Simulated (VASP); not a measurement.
# VH (Fm-3m) in VASP: settings compared, part 2 of 2

VASP 6.6.1.

## (3) Relaxation of cell and atoms, PBEsol, collinear spin, ferromagnetic start

INCAR

```
SYSTEM = VH
ALGO = Normal
EDIFF = 1E-6
EDIFFG = -0.02
ENCUT = 600
GGA = PS
IBRION = 2
ISIF = 3
ISMEAR = -1
ISPIN = 2
LASPH = .True.
LCHARG = .False.
LMAXMIX = 4
LORBIT = 11
LREAL = .False.
LWAVE = .False.
MAGMOM = 1.5 0
NELM = 150
NSW = 80
PREC = Accurate
SIGMA = 0.1
```

KPOINTS

```
k-points
0
Gamma
  12 12 12
  0 0 0
```

POSCAR

```
VH
1.0
    0.0000000000      1.9637500000      1.9637500000
    1.9637500000      0.0000000000      1.9637500000
    1.9637500000      1.9637500000      0.0000000000
V H
1 1
Direct
    0.0000000000      0.0000000000      0.0000000000
    0.5000000000      0.5000000000      0.5000000000
```

Potentials or basis: VASP PAW PBE potentials, release 64 (V_sv, H).

Launch:

```bash
$ cat potpaw_PBE.64/V_sv/POTCAR potpaw_PBE.64/H/POTCAR > POTCAR
$ mpirun -np 1 vasp_std > vasp.out
```

OUTCAR:

```text
SYSTEM = VH
   EDIFF = 1E-6
   EDIFFG = -0.02
   ENCUT = 600
   GGA = PS
   IBRION = 2
   ISIF = 3
   ISMEAR = -1
   ISPIN = 2
   LASPH = .True.
   LORBIT = 11
   LREAL = .False.
   NELM = 150
   NSW = 80
   PREC = Accurate

 ion  position               nearest neighbor table
   1  0.000  0.000  0.000-
   2  0.500  0.500  0.500-

  LATTYP: Found a face centered cubic cell.
 ALAT       =     3.9275000000

  Lattice vectors:

 A1 = (   0.0000000000,   1.9637500000,   1.9637500000)
 A2 = (   1.9637500000,   0.0000000000,   1.9637500000)
 A3 = (   1.9637500000,   1.9637500000,   0.0000000000)

Analysis of symmetry for initial positions (statically):
=====================================================================
 Subroutine PRICEL returns:
 Original cell was already a primitive cell.

 Routine SETGRP: Setting up the symmetry group for a
[... 1002 lines left out ...]
  free energy    TOTEN  =       -13.40759178 eV

  energy without entropy =      -13.35399797  energy(sigma->0) =      -13.38079487

 E-fermi :  10.0159     XC(G=0): -13.2105

 val. band max:       10.0056845779   @ k =  -0.1667   0.0833   0.0000
 cond. band min:      10.0220496429   @ k =   0.0833   0.0000   0.0000
 fundamental gap:      0.0163650650
 Fermi energy:        10.0158973719

 spin component 1

 k-point     1 :       0.0000    0.0000    0.0000
  band No.  band energies     occupation
      1     -53.8515      1.00000
      2     -27.4224      1.00000
      3     -27.4224      1.00000
      4     -27.4224      1.00000
      5      -0.6051      1.00000
      6       9.9415      0.67781
      7       9.9415      0.67780
      8       9.9415      0.67780
      9      11.4724      0.00000
     10      11.4724      0.00000
     11      22.9991      0.00000
     12      26.6015      0.00000
[... 738 lines left out ...]
  FREE ENERGIE OF THE ION-ELECTRON SYSTEM (eV)
  ---------------------------------------------------
  free  energy   TOTEN  =       -13.4075917782 eV

  energy  without entropy=      -13.3539979687  energy(sigma->0) =      -13.38079487

 reached required accuracy - stopping structural energy minimisation

 total charge

# of ion       s       p       d       tot
------------------------------------------
    1        2.277   6.249   3.164  11.690
    2        0.538   0.032   0.000   0.571
--------------------------------------------------
tot          2.815   6.282   3.164  12.261

 magnetization (x)

# of ion       s       p       d       tot
------------------------------------------
    1       -0.000  -0.000   0.000   0.000
    2       -0.000  -0.000   0.000  -0.000
--------------------------------------------------
tot         -0.000  -0.000   0.000   0.000
```

It took 22 s on 1 thread of Intel Xeon 6975P-C (Granite Rapids), shared host; peak memory 0.16 GiB.

Results:

| Property | Result |
| --- | --- |
| Free energy | -13.4076 eV |
| Relaxed volume | 7.44 Å³/atom |
| Relaxed cell | a = 2.760 Å, b = 2.760 Å, c = 2.760 Å, α = 60.00°, β = 60.00°, γ = 60.00° |
| Space group after relaxing (to 0.1 Å) | Fm-3m (No. 225) |
| Energy gained by relaxing | 1.6 meV/atom |
| Ionic steps | 3 |
| Pressure after relaxing | 0.0 GPa |
| Band gap on the k mesh | zero (filled and empty bands overlap) |
| Net moment | 0.00 μB per cell |
| Valence electrons inside the program's atomic spheres | V 11.69; H 0.57 |

The path:
| step | energy change (eV) | largest force (eV/Å) | pressure (GPa) | volume (Å³) |
| --- | --- | --- | --- | --- |
| 1 | 0.0000 | 0.0000 | -3.84 | 15.15 |
| 2 | -0.0026 | 0.0000 | 1.70 | 14.75 |
| 3 | -0.0033 | 0.0000 | -0.04 | 14.87 |

Final structure:
```
V H
1.0
     0.00000    1.95187    1.95187
     1.95187    0.00000    1.95187
     1.95187    1.95187    0.00000
V H
1 1
Direct
  0.00000 0.00000 0.00000
  0.50000 0.50000 0.50000
```

Caveat: the moments typed at the start vanished in this run; the PAW data sets were made with another functional, which shifts forces and pressure a little.

## (4) Relaxation of cell and atoms, PBEsol+D3(BJ), collinear spin, ferromagnetic start

INCAR

```
  PREC = Accurate
  ENCUT = 600
  EDIFF = 1E-6
  ISMEAR = -1
  SIGMA = 0.1
  LREAL = False
  LASPH = True
  NELM = 150
  ALGO = Normal
  ISIF = 3
  LWAVE = False
  LCHARG = False
  ISPIN = 2
  MAGMOM = 1.5 0
  LORBIT = 11
  LMAXMIX = 4
  GGA = PS
  IVDW = 12
  IBRION = 2
  NSW = 80
  EDIFFG = -0.02
```

KPOINTS

```
Automatic mesh
0
Gamma
  12 12 12
```

POSCAR is that of step 3.

Launch:

```bash
$ cat potpaw_PBE.64/V_sv/POTCAR potpaw_PBE.64/H/POTCAR > POTCAR
$ mpirun -np 1 vasp_std > vasp.out
```

It took 24 s on 1 thread of Intel Xeon 6975P-C (Granite Rapids), shared host; peak memory 0.18 GiB.

It converged, with:

```
Free energy                                           : -14.1789 eV
Relaxed volume                                        : 7.15 Å³/atom
Relaxed cell                                          : a = 2.725 Å, b = 2.725 Å, c = 2.725 Å, α = 60.00°, β = 60.00°, γ = 60.00°
Space group after relaxing (to 0.1 Å)                 : Fm-3m (No. 225)
Energy gained by relaxing                             : 16.0 meV/atom
Ionic steps                                           : 3
Pressure after relaxing                               : 0.1 GPa
Band gap on the k mesh                                : zero (filled and empty bands overlap)
Net moment                                            : 0.00 μB per cell
Valence electrons inside the program's atomic spheres : V 11.76; H 0.58
Dispersion energy per atom                            : -0.393 eV
```

Step by step:
```csv
step,energy change (eV),largest force (eV/Å),pressure (GPa),volume (Å³)
1,0.0000,0.0000,-11.75,15.15
2,-0.0259,0.0000,5.66,13.96
3,-0.0320,0.0000,0.14,14.31
```

Final structure:
```
V H
1.0
     0.00000    1.92676    1.92676
     1.92676    0.00000    1.92676
     1.92676    1.92676    0.00000
V H
1 1
Cartesian
  0.0000 0.0000 0.0000
  1.9268 1.9268 1.9268
```

Levels at points of the mesh, in eV from the Fermi level:
Spin up:
| k point | band 5 | band 6 | band 7 | band 8 | band 9 | band 10 |
| --- | --- | --- | --- | --- | --- | --- |
| (0.00, 0.00, 0.00) | -10.83 | -0.09 | -0.09 | -0.09 | 1.53 | 1.53 |
| (0.50, 0.00, 0.00) | -5.46 | -4.06 | -0.54 | -0.54 | 2.82 | 2.82 |
| (0.50, 0.50, 0.00) | -7.97 | -2.91 | 1.90 | 2.71 | 3.22 | 3.22 |
Spin down:
| k point | band 3 | band 4 | band 5 | band 6 | band 7 | band 8 | band 9 | band 10 | band 11 | band 12 |
| --- | --- | --- | --- | --- | --- | --- | --- | --- | --- | --- |
| (0.00, 0.00, 0.00) | -37.36 | -37.36 | -10.83 | -0.09 | -0.09 | -0.09 | 1.53 | 1.53 | 13.41 | 16.80 |
| (0.50, 0.00, 0.00) | -37.45 | -37.45 | -5.46 | -4.06 | -0.54 | -0.54 | 2.82 | 2.82 | 7.90 | 10.97 |
| (0.50, 0.50, 0.00) | -37.64 | -37.64 | -7.97 | -2.91 | 1.90 | 2.71 | 3.22 | 3.22 | 7.29 | 11.26 |

Caveat: the moments typed at the start vanished in this run; the PAW data sets were made with another functional, which shifts forces and pressure a little.

## (5) Overview

| level | gap on the mesh (eV) | pressure (GPa) | moment (μB) | relaxed volume (Å³/atom) |
| --- | --- | --- | --- | --- |
| BLYP+D3(BJ) | none | 0.0 | 0.00 | 7.14 |
| PBEsol | none | 0.0 | 0.00 | 7.44 |
| PBEsol+D3(BJ) | none | 0.1 | 0.00 | 7.15 |

Alike in all rows: task relaxation of cell and atoms; potentials or basis VASP PAW PBE potentials, release 64 (V_sv, H); spin collinear, ferromagnetic start; cell relaxed; k mesh 12 × 12 × 12; cutoff (eV) 600; smearing fermi-dirac 0.1 eV.

Caveats: the moments typed at the start vanished in this run; the PAW data sets were made with another functional, which shifts forces and pressure a little.

Absolute energies hang on the potentials; compare differences alone.
